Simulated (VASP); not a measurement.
# Ir (Fd-3m) in VASP: notebook, part 3 of 3

VASP 6.6.1.

### Step 6. Single point, RPBE

INCAR

```
SYSTEM = Ir
  PREC = Accurate
  ENCUT = 520
  EDIFF = 1E-6
  ISMEAR = -1
  SIGMA = 0.1
  LREAL = .False.
  LASPH = .True.
  NELM = 60
  ALGO = Normal
  ISIF = 2
  LWAVE = .False.
  LCHARG = .False.
  GGA = RP
  NBANDS = 16
```

KPOINTS

```
regular mesh
0
Gamma
  11 11 11
  0 0 0
```

POSCAR

```
Ir
1.0
    0.0000000000      2.7997844409      2.7997844409
    2.7997844409      0.0000000000      2.7997844409
    2.7997844409      2.7997844409      0.0000000000
Ir
2
Direct
    0.1250000000      0.1250000000      0.1250000000
    0.8750000000      0.8750000000      0.8750000000
```

Potentials or basis: VASP PAW PBE potentials, release 64 (Ir).

The run is started by

```console
$ cat potpaw_PBE.64/Ir/POTCAR > POTCAR
$ mpirun -np 1 vasp_std > vasp.out
```

OUTCAR:

```text
SYSTEM = Ir
   PREC = Accurate
   ENCUT = 520
   EDIFF = 1E-6
   ISMEAR = -1
   LREAL = .False.
   LASPH = .True.
   NELM = 60
   ISIF = 2
   GGA = RP

 ion  position               nearest neighbor table
   1  0.125  0.125  0.125-   2 2.42   2 2.42   2 2.42   2 2.42
   2  0.875  0.875  0.875-   1 2.42   1 2.42   1 2.42   1 2.42

  LATTYP: Found a face centered cubic cell.
 ALAT       =     5.5995688818

  Lattice vectors:

 A1 = (   0.0000000000,   2.7997844409,   2.7997844409)
 A2 = (   2.7997844409,   0.0000000000,   2.7997844409)
 A3 = (   2.7997844409,   2.7997844409,   0.0000000000)

Analysis of symmetry for initial positions (statically):
=====================================================================
 Subroutine PRICEL returns:
 Original cell was already a primitive cell.

 Routine SETGRP: Setting up the symmetry group for a
 face centered cubic supercell.

 Subroutine GETGRP returns: Found 48 space group operations
 (whereof 12 operations were pure point group operations)
 out of a pool of 48 trial point group operations.

The static configuration has the point symmetry D_3d.
 The point group associated with its full space group is O_h .

Analysis of symmetry for dynamics (positions and initial velocities):
=====================================================================
 Subroutine PRICEL returns:
 Original cell was already a primitive cell.

 Routine SETGRP: Setting up the symmetry group for a
 face centered cubic supercell.

 Subroutine GETGRP returns: Found 48 space group operations
 (whereof 12 operations were pure point group operations)
 out of a pool of 48 trial point group operations.

The dynamic configuration has the point symmetry D_3d.
 The point group associated with its full space group is O_h .

 Subroutine INISYM returns: Found 48 space group operations
 (whereof 12 operations are pure point group operations),
 and found     1 'primitive' translations

----------------------------------------------------------------------------------------

                                     Primitive cell

  volume of cell :      43.8939

  direct lattice vectors                    reciprocal lattice vectors
     0.000000000  2.799784441  2.799784441    -0.178585177  0.178585177  0.178585177
     2.799784441  0.000000000  2.799784441     0.178585177 -0.178585177  0.178585177
     2.799784441  2.799784441  0.000000000     0.178585177  0.178585177 -0.178585177

  length of vectors
     3.959493128  3.959493128  3.959493128     0.309318600  0.309318600  0.309318600

  position of ions in fractional coordinates (direct lattice)
     0.125000000  0.125000000  0.125000000
     0.875000000  0.875000000  0.875000000

  ion indices of the primitive-cell ions
   primitive index   ion index
                 1           1
                 2           2

----------------------------------------------------------------------------------------

 KPOINTS: regular mesh

Automatic generation of k-mesh.
 Grid dimensions read from file:
 generate k-points for:   11   11   11

 Generating k-lattice:

  Cartesian coordinates                     Fractional coordinates (reciprocal lattice)
    -0.016235016  0.016235016  0.016235016     0.090909091  0.000000000  0.000000000
     0.016235016 -0.016235016  0.016235016     0.000000000  0.090909091  0.000000000
     0.016235016  0.016235016 -0.016235016     0.000000000  0.000000000  0.090909091

  Length of vectors
     0.028119873  0.028119873  0.028119873

  Shift w.r.t. Gamma in fractional coordinates (k-lattice)
     0.000000000  0.000000000  0.000000000

 Subroutine IBZKPT returns following result:
 ===========================================

 Found     56 irreducible k-points:

 Following reciprocal coordinates:
            Coordinates               Weight
  0.000000  0.000000  0.000000      1.000000
  0.090909  0.000000  0.000000      8.000000
  0.181818  0.000000  0.000000      8.000000
  0.272727  0.000000  0.000000      8.000000
  0.363636  0.000000  0.000000      8.000000
  0.454545  0.000000  0.000000      8.000000
[... 16 lines left out ...]
 -0.272727  0.181818  0.000000     24.000000
 -0.181818  0.181818  0.000000     12.000000
 [... further k-points ...]
   k-points           NKPTS =     56   k-points in BZ     NKDIM =     56   number of bands    NBANDS=     16
   number of dos      NEDOS =    301   number of ions     NIONS =      2
   total plane-waves  NPLWV =  27000
   dimension x,y,z NGX =    30 NGY =   30 NGZ =   30
   dimension x,y,z NGXF=    60 NGYF=   60 NGZF=   60
   ions per type =               2
   NGX,Y,Z   is equivalent  to a cutoff of  12.60, 12.60, 12.60 a.u.
   NGXF,Y,Z  is equivalent  to a cutoff of  25.19, 25.19, 25.19 a.u.
 SYSTEM =  Ir
   PREC   = accura    normal or accurate (medium, high low for compatibility)
   ISTART =      0    job   : 0-new  1-cont  2-samecut
   ICHARG =      2    charge: 1-file 2-atom 10-const
   ISPIN  =      1    spin polarized calculation?
   LNONCOLLINEAR =      F non collinear calculations
   LSORBIT =      F    spin-orbit coupling
   LASPH  =      T    aspherical Exc in radial PAW
   ENCUT  =  520.0 eV  38.22 Ry    6.18 a.u.   7.36  7.36  7.36*2*pi/ulx,y,z
   NELM   =     60;   NELMIN=  2; NELMDL= -5     # of ELM steps
   EDIFF  = 0.1E-05   stopping-criterion for ELM
   LREAL  =      F    real-space projection
   EDIFFG = 0.1E-04   stopping-criterion for IOM
   NSW    =      0    number of steps for IOM
   IBRION =     -1    ionic relax: 0-MD 1-quasi-New 2-CG
   NFREE  =      0    steps in history (QN), initial steepest desc. (CG)
   ISIF   =      2    stress and relaxation
   ISYM   =      2    0-nonsym 1-usesym 2-fastsym
   POTIM  = 0.5000    time-step for ionic-motion
   TEBEG  =    0.0;   TEEND  =   0.0 temperature during run
   PSTRESS=    0.0 pullay stress
   NELECT =      18.0000    total number of electrons
   NUPDOWN=      -1.0000    fix difference up-down
   EMIN   =  10.00;   EMAX   =-10.00  energy-range for DOS
   EFERMI =   0.00;   METHOD = LEGACY
   ISMEAR =    -1;   SIGMA  =   0.10  broadening in eV -4-tet -1-fermi 0-gaus
   EFERMI_NEDOS =   21; number of points for ismear=-14 and -15
   IALGO  =     38    algorithm
   IMIX   =      4    mixing-type and parameters
     AMIX     =   0.40;   BMIX     =  1.00
     AMIX_MAG =   1.60;   BMIX_MAG =  1.00
  volume/ion in A,a.u.               =      21.95       148.11
  Fermi-wavevector in a.u.,A,eV,Ry     =   1.216273  2.298423 20.127371  1.479320
  Thomas-Fermi vector in A             =   2.351632
   LORBIT       =      0    0 simple, 1 ext, 2 COOP (PROOUT), +10 PAW based schemes
   GGA     = RP    functional components
   LHFCALC =     F    Hartree Fock is set to
   AEXX    =    0.0000 exact exchange contribution
   IVDW    =     0    specifies the selected vdW correction
   LEPSILON=     F    determine dielectric tensor
   LRPA    =     F    only Hartree local field effects (RPA)
 non-spin polarized calculation
  energy-cutoff  :      520.00
  volume of cell :       43.89
 maximum number of plane-waves:      1243
 NGX is ok and might be reduce to    30
   NGX = 15   NGY = 15   NGZ = 15

 number of electron      18.0000002 magnetization

 Free energy of the ion-electron system (eV)
  ---------------------------------------------------
  ext. energy  EPLUGINS =         0.00000000
  ---------------------------------------------------
  free energy    TOTEN  =       -14.56704273 eV

  energy without entropy =      -14.49313672  energy(sigma->0) =      -14.53008972

 E-fermi :   5.0760     XC(G=0): -10.9706

 val. band max:        5.0459436058   @ k =  -0.2727   0.3636   0.0909
 cond. band min:       5.0766172378   @ k =  -0.1818   0.1818   0.0000
 fundamental gap:      0.0306736320
 Fermi energy:         5.0760228186

 k-point     1 :       0.0000    0.0000    0.0000
  band No.  band energies     occupation
      1      -2.7268      2.00000
      2       0.1685      2.00000
      3       0.1685      2.00000
      4       0.5317      2.00000
      5       0.5317      2.00000
      6       0.5317      2.00000
[... 8 lines left out ...]
     15      17.4585      0.00000
     16      17.4585      0.00000
[... 419 lines left out ...]
 k-point    24 :      -0.1818    0.1818    0.0000
  band No.  band energies     occupation
      1      -1.4117      2.00000
      2      -0.2929      2.00000
      3       0.2517      2.00000
      4       0.2846      2.00000
      5       0.7245      2.00000
      6       1.4728      2.00000
[... 8 lines left out ...]
     15      15.6661      0.00000
     16      17.6175      0.00000

 [... further k-points ...]
[... 5 lines left out ...]
  --------------------------------------------------------------------------------------
  -------------------------------------------------------------------------------------
  Total       -0.1225604     -0.1225604     -0.1225604      0.0000000      0.0000000      0.0000000
  in kB       -4.4735980     -4.4735980     -4.4735980      0.0000000      0.0000000      0.0000000
  external PRESSURE =      -4.4735980 kB  Pullay stress =       0.0000000 kB

 VOLUME and BASIS-vectors are now :
 -----------------------------------------------------------------------------
  energy-cutoff  :      520.00
  volume of cell :       43.89
      direct lattice vectors                 reciprocal lattice vectors
     0.000000000  2.799784441  2.799784441    -0.178585177  0.178585177  0.178585177
     2.799784441  0.000000000  2.799784441     0.178585177 -0.178585177  0.178585177
     2.799784441  2.799784441  0.000000000     0.178585177  0.178585177 -0.178585177

 POSITION                                       TOTAL-FORCE (eV/Angst)
 -----------------------------------------------------------------------------------
      0.69995      0.69995      0.69995         0.000000      0.000000      0.000000
      4.89962      4.89962      4.89962        -0.000000     -0.000000     -0.000000
 -----------------------------------------------------------------------------------
    total drift:                               -0.000000      0.000000      0.000000

  FREE ENERGIE OF THE ION-ELECTRON SYSTEM (eV)
  ---------------------------------------------------
  free  energy   TOTEN  =       -14.5670427250 eV

  energy  without entropy=      -14.4931367153  energy(sigma->0) =      -14.53008972
```

OSZICAR:

```text
N       E                     dE             d eps       ncg     rms          rms(c)
DAV:   1     0.131032944184E+03    0.13103E+03   -0.79125E+03  1792   0.105E+03
DAV:   2    -0.109325937854E+02   -0.14197E+03   -0.12470E+03  1800   0.277E+02
DAV:   3    -0.153728344401E+02   -0.44402E+01   -0.43533E+01  2328   0.564E+01
DAV:   4    -0.154186042500E+02   -0.45770E-01   -0.45757E-01  2032   0.539E+00
DAV:   5    -0.154197997514E+02   -0.11955E-02   -0.11955E-02  2448   0.891E-01    0.134E+01
DAV:   6    -0.146692868207E+02    0.75051E+00   -0.14211E+00  2408   0.135E+01    0.541E+00
DAV:   7    -0.145808731248E+02    0.88414E-01   -0.18163E-01  2576   0.425E+00    0.207E+00
DAV:   8    -0.145673301075E+02    0.13543E-01   -0.20517E-02  2088   0.119E+00    0.301E-01
DAV:   9    -0.145669874012E+02    0.34271E-03   -0.81313E-04  2112   0.247E-01    0.345E-02
DAV:  10    -0.145670445988E+02   -0.57198E-04   -0.73497E-05  2264   0.729E-02    0.966E-03
DAV:  11    -0.145670428851E+02    0.17137E-05   -0.50436E-06  2400   0.231E-02    0.212E-03
DAV:  12    -0.145670427250E+02    0.16004E-06   -0.19709E-07  1240   0.354E-03
   1 F= -.14567043E+02 E0= -.14530090E+02  d E =-.739060E-01
```

Run time: 21 s. Hardware: 1 thread of Intel Xeon Platinum 8488C (Sapphire Rapids), shared host; peak memory 0.19 GiB.

What came out:

```
Free energy            : -14.5670 eV
Pressure               : -0.4 GPa
Band gap on the k mesh : zero (band 9 reaches 6.00 eV, above the bottom of band 10 at 4.62 eV)
```

Levels at points of the mesh, in eV from the Fermi level:
| k point | band 5 | band 6 | band 7 | band 8 | band 9 | band 10 | band 11 | band 12 | band 13 | band 14 |
| --- | --- | --- | --- | --- | --- | --- | --- | --- | --- | --- |
| (0.00, 0.00, 0.00) | -4.54 | -4.54 | -1.69 | -1.69 | -1.69 | 0.74 | 0.74 | 10.84 | 10.94 | 12.38 |

Caveat: the PAW data sets were made with another functional, which shifts forces and pressure a little; spin-orbit coupling is left out, which moves the levels of the heavy elements.

### Step 7. Summary

```tsv
cell	k mesh	gap on the mesh (eV)	pressure (GPa)
a = 3.959 Å, angles 60.0°, 2 atoms	10 × 10 × 10	none	-0.3
a = 3.794 Å, angles 60.0°, 2 atoms	11 × 11 × 11	none	28.9
a = 3.851 Å, angles 60.0°, 2 atoms	11 × 11 × 11	none	16.8
a = 3.906 Å, angles 60.0°, 2 atoms	11 × 11 × 11	none	7.1
a = 3.959 Å, angles 60.0°, 2 atoms	11 × 11 × 11	none	-0.4
```

Alike in all rows: task single point; level RPBE; potentials or basis VASP PAW PBE potentials, release 64 (Ir); no spin polarisation; cutoff (eV) 520; smearing fermi-dirac 0.1 eV.

Caveats: the PAW data sets were made with another functional, which shifts forces and pressure a little; spin-orbit coupling is left out, which moves the levels of the heavy elements.

Total energies depend on the potentials used, so only differences within one code and one set of settings carry meaning.
